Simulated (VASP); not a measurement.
Write the native input for VASP 6.6.1 that does the following.

| Item | Value |
| --- | --- |
| Task | single point |
| Functional | PBEsol |
| Potentials or basis | VASP PAW PBE potentials, release 64 (Cu) |
| Cutoff | 520 eV |
| k mesh | 11 × 11 × 11 |
| Occupations | fermi-dirac, width 0.1 eV |
| Spin | no spin polarisation |
| Dipole correction | no |
| Further INCAR settings | ALGO = Normal; EDIFF = 1e-06; NBANDS = 12 |

The structure of Cu lies in POSCAR:

```
Cu
1.0
    0.0000000000      1.7809164226      1.7809164226
    1.7809164226      0.0000000000      1.7809164226
    1.7809164226      1.7809164226      0.0000000000
Cu
1
Direct
    0.0000000000      0.0000000000      0.0000000000
```

These files were run (other wordings do the same):

INCAR

```
PREC = Accurate
ENCUT = 520
EDIFF = 1E-6
ISMEAR = -1
SIGMA = 0.1
LREAL = F
LASPH = T
NELM = 60
ALGO = Normal
ISIF = 2
LWAVE = F
LCHARG = F
GGA = PS
NBANDS = 12
```

KPOINTS

```
Automatic mesh
0
Gamma
  11 11 11
```

Potentials or basis: VASP PAW PBE potentials, release 64 (Cu).

Launch:

```sh
$ cat potpaw_PBE.64/Cu/POTCAR > POTCAR
$ mpirun -np 1 vasp_std > vasp.out
```

Results of the run:

- Pressure: 0.8 GPa

Caveat: the PAW data sets were made with another functional, which shifts forces and pressure a little.

It took 9.1 s on 1 thread of AMD EPYC 7R43 64-Core Processor (Zen 3), on a shared host, peak memory 0.09 GiB.
